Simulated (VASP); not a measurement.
Wanted: the native input for a VASP 6.6.1 run.

```
Task                   : relaxation of cell and atoms
Functional             : PBE
Potentials or basis    : VASP PAW PBE potentials, release 64 (Mg)
Cutoff                 : 600 eV
k mesh                 : 15 × 15 × 15
Occupations            : fermi-dirac, width 0.1 eV
Spin                   : no spin polarisation
Target pressure        : 24 GPa
Dipole correction      : no
Further INCAR settings : ALGO = Normal; EDIFF = 1e-07; IBRION = 2; EDIFFG = -0.005; NSW = 60; ISIF = 3
```

The structure of Mg lies in POSCAR:

```
Mg
1.0
    2.5724718337      0.0000000000      0.0000000000
    0.0000000000      2.5724718337      0.0000000000
    0.0000000000      0.0000000000      2.5724718337
Mg
1
Direct
    0.0000000000      0.0000000000      0.0000000000
```

This isn't the form of Mg at room conditions, which is hcp.

These files were run (other wordings do the same):

INCAR

```
SYSTEM = Mg
  ALGO = Normal
  EDIFF = 1E-7
  EDIFFG = -0.005
  ENCUT = 600
  GGA = PE
  GGA_COMPAT = .FALSE.
  IBRION = 2
  ISIF = 3
  ISMEAR = -1
  LASPH = .TRUE.
  LCHARG = .FALSE.
  LREAL = .FALSE.
  LWAVE = .FALSE.
  NELM = 120
  NELMIN = 4
  NSW = 60
  PREC = Accurate
  PSTRESS = 240.0
  SIGMA = 0.1
```

KPOINTS

```
k-points
0
G
  15 15 15
  0 0 0
```

Potentials or basis: VASP PAW PBE potentials, release 64 (Mg).

Run with:

```console
$ cat potpaw_PBE.64/Mg/POTCAR > POTCAR
$ mpirun -np 1 vasp_std > vasp.out
```

It gave:

```yaml
Relaxed_volume: 17.64 Å³/atom
Relaxed_cell: a = 2.603 Å, b = 2.603 Å, c = 2.603 Å, α = 90.00°, β = 90.00°, γ = 90.00°
Space_group_after_relaxing_to_0.1_Å: Pm-3m (No. 221)
Energy_change_on_relaxing_the_run_minimises_the_enthalpy: -98.9 meV/atom
Ionic_steps: 3
Pressure_after_relaxing: 24.0 GPa
Band_gap_on_the_k_mesh: zero (bands 1 and 2 overlap by 7.02 eV)
```

Caveat: the cell is relaxed towards a set pressure, so the run minimises the enthalpy, not the energy.

It took 23 s on 1 thread of Intel Xeon 8259CL, on a shared host, peak memory 0.15 GiB.
